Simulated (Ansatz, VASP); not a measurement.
# ZrC in VASP and in Ansatz

```xyz
2
Lattice="0.0000 2.3805 2.3805 2.3805 0.0000 2.3805 2.3805 2.3805 0.0000" Properties=species:S:1:pos:R:3 pbc="T T T"
Zr    0.0000    0.0000    0.0000
C     2.3805    2.3805    2.3805
```

Alike in both runs: task relaxation of cell and atoms; functional PBE; k mesh 16 × 16 × 16; occupations gaussian, width 0.1 eV; no spin polarisation.

|  | VASP | Ansatz |
| --- | --- | --- |
| version | VASP 6.6.1 | Ansatz 0.2.0 |
| potentials or method | VASP PAW PBE potentials, release 64 (Zr_sv, C), cutoff 600 eV | scalar-relativistic, plane waves, PAW |
| valence electrons in the cell | 16 | 16 |

Ansatz gave:

```
gap on the k mesh at the Fermi level, each at its own relaxed structure (eV) : none
relaxed volume (Å³/atom)                                                     : 13.05
relaxed cell length with the largest relative difference (Å)                 : 3.330
```

Question: Estimate VASP's values.

Answer: gap on the k mesh at the Fermi level, each at its own relaxed structure (eV): none; relaxed volume (Å³/atom): 13.06; relaxed cell length with the largest relative difference (Å): 3.330.

A gap of «none» marks a metal or a gap that the smearing closes.
